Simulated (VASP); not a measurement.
Crystal: KBr.

```xyz
2
Lattice="3.9763 0.0000 0.0000 0.0000 3.9763 0.0000 0.0000 0.0000 3.9763" Properties=species:S:1:pos:R:3 pbc="T T T"
K     0.0000    0.0000    0.0000
Br    1.9881    1.9881    1.9881
```

Base run:

```yaml
Program: VASP 6.6.1
Functional: PBE
Potentials_or_basis: VASP PAW PBE potentials, release 64 (K_sv, Br)
Cutoff: 500 eV
k_mesh: 5 × 5 × 5
Occupations: gaussian, width 0.01 eV
Spin: no spin polarisation
```

Its results: band gap on the k mesh 4.07 eV, indirect (least direct gap 4.30 eV); pressure 0.9 GPa.

**Question.** The run is repeated on the same cell with these changes: k mesh from 5 × 5 × 5 to 4 × 4 × 4. What comes out?

**Answer.** Band gap on the k mesh 4.02 eV, indirect (least direct gap 4.30 eV); pressure 0.9 GPa.

A k mesh can miss the band edges.
